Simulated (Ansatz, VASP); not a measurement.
# Pb: VASP beside Ansatz

```
Pb
1.0
     0.00000    2.46980    2.37101
     2.46980    0.00000    2.37101
     2.46980    2.46980    0.00000
Pb
1
Cartesian
  0.0000 0.0000 0.0000
```

Change from the starting cell: strain +0.000 along x and y, -0.040 along z, atoms carried along.

Alike in both runs: task single point; functional PBE; k mesh 16 × 16 × 16; occupations gaussian, width 0.15 eV; no spin polarisation.

|  | VASP | Ansatz |
| --- | --- | --- |
| version | VASP 6.6.1 | Ansatz 0.2.0 |
| potentials or method | VASP PAW PBE potentials, release 64 (Pb_d), cutoff 520 eV | scalar-relativistic, plane waves, PAW |
| valence electrons in the cell | 14 | 14 |

VASP gave:

| Item | Value |
| --- | --- |
| gap on the k mesh at the Fermi level (eV) | none |
| pressure (GPa) | 5.0 |
| traceless stress, the component that is largest in VASP (GPa) | 0.59 |

Problem. Which values does Ansatz return?

Solution. gap on the k mesh at the Fermi level (eV): none; pressure (GPa): 5.1; traceless stress, the component that is largest in VASP (GPa): 0.59.

A gap of «none» marks a metal or a gap that the smearing closes.

Neither program's run includes spin-orbit coupling.
